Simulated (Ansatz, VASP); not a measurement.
# One calculation of InAs, two programs

```
In As
1.0
     0.00000    3.01800    3.01800
     3.01800    0.00000    3.01800
     3.01800    3.01800    0.00000
In As
1 1
Direct
  0.00000 0.00000 0.00000
  0.25000 0.25000 0.25000
```

Alike in both runs: task single point; functional r2SCAN; dispersion rVV10; k mesh 6 × 6 × 6; occupations gaussian, width 0.1 eV; no spin polarisation.

|  | VASP | Ansatz |
| --- | --- | --- |
| version | VASP 6.6.1 | Ansatz 0.2.0 |
| potentials or method | VASP PAW PBE potentials, release 64 (In_d, As), cutoff 520 eV | scalar-relativistic, plane waves, PAW |
| valence electrons in the cell | 18 | 28 |

Ansatz gave:

- gap on the k mesh at the Fermi level (eV): 0.25
- least direct gap on the mesh (eV): 0.25
- pressure (GPa): 1.4

Task: Which values does VASP return?

Result: gap on the k mesh at the Fermi level (eV): 0.25; least direct gap on the mesh (eV): 0.25; pressure (GPa): 1.6.

VASP's potentials were made for PBE, not for r2SCAN. VASP's potentials hold 18 valence electrons a cell and Ansatz's 28, so a difference there can come from the potentials and not from the codes.
